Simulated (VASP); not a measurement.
Set up this calculation in VASP 6.6.1, as the native input.

- Task: single point
- Functional: PBE
- Dispersion: D3(BJ)
- Potentials or basis: VASP PAW PBE potentials, release 64 (Al, Cu)
- Cutoff: 520 eV
- k mesh: 2 × 2 × 2
- Occupations: fermi-dirac, width 0.05 eV
- Spin: no spin polarisation
- Dipole correction: no
- Further INCAR settings: LREAL = Auto; ALGO = Normal; EDIFF = 1e-06; NBANDS = 76

The structure of Al32Cu (a cell with a defect) lies in POSCAR:

```
Al32Cu
1.0
    8.1000000000      0.0000000000      0.0000000000
    0.0000000000      8.1000000000      0.0000000000
    0.0000000000      0.0000000000      8.1000000000
Al Cu
32 1
Direct
    0.5098947879      0.0000756260      0.0001849649
    0.7505870924      0.2401682659      0.0001917742
    0.7500919287      0.0000017458      0.2530879867
   -0.0097701807      0.0000796641      0.0002001191
    0.2497119472      0.2097821550     -0.0002154538
    0.5417878952      0.4999379001     -0.0002503413
    0.7505819327      0.7598248204      0.0001891375
    0.2502329351      0.0000760061      0.2598858679
    0.5036133545      0.2467097145      0.2535521693
    0.7505714947      0.5000237480      0.2598831609
    0.5031329858      0.0000013693      0.5000741308
    0.7501023850      0.2471192415      0.5000844042
    0.7501142638      0.0000052712      0.7472876382
   -0.0390534458      0.4999512920     -0.0001933057
    0.2496992429      0.7906145353     -0.0002255151
   -0.0034045824      0.2463431899      0.2539176428
    0.2496774812      0.4999391728      0.2914821721
    0.5035545041      0.7533004974      0.2534934294
   -0.0026618092      0.0000058127      0.5000968944
    0.2502400529      0.2401653159      0.5004589203
    0.5098942566      0.5000233908      0.5004467009
    0.7500980233      0.7529315997      0.5000809320
    0.2502486333      0.0000793140      0.7402251593
    0.5039007312      0.2464213206      0.7466139769
    0.7505925559      0.5000261929      0.7402212295
   -0.0033527134      0.7536732451      0.2538658060
   -0.0097775376      0.5000265322      0.5004627956
    0.2502366516      0.7598275182      0.5004549371
   -0.0036575879      0.2460951748      0.7462826799
    0.2497297939      0.4999495547      0.7106438644
    0.5038473217      0.7535937379      0.7466672939
   -0.0036115264      0.7539265205      0.7463287034
    0.2517277418      0.5002555248      0.0013403942
```

One way to write it, as run:

INCAR

```
  PREC = Accurate
  ENCUT = 520
  EDIFF = 1E-6
  ISMEAR = -1
  SIGMA = 0.05
  LREAL = Auto
  LASPH = T
  NELM = 100
  ALGO = Normal
  ISIF = 2
  LWAVE = F
  LCHARG = F
  GGA = PE
  IVDW = 12
  NBANDS = 76
```

KPOINTS

```
Automatic mesh
0
Gamma
  2 2 2
```

Potentials or basis: VASP PAW PBE potentials, release 64 (Al, Cu).

Run with:

```bash
$ cat potpaw_PBE.64/Al/POTCAR potpaw_PBE.64/Cu/POTCAR > POTCAR
$ mpirun -np 1 vasp_std > vasp.out
```

Results of the run:

| Quantity | Value |
| --- | --- |
| Pressure | -0.7 GPa |
| Largest force | 0.028 eV/Å |
| Band gap on the k mesh | zero (an odd number of electrons rules out a gap without spin polarisation) |
| Dispersion energy per atom | -0.347 eV |

Caveat: the k points lie up to 0.39 Å⁻¹ apart, too coarse for converged energies and pressures of a metal.

It took 9.1 min on 1 thread of AMD EPYC 7R13 Processor (Zen 3), with other jobs on the host, peak memory 0.55 GiB.
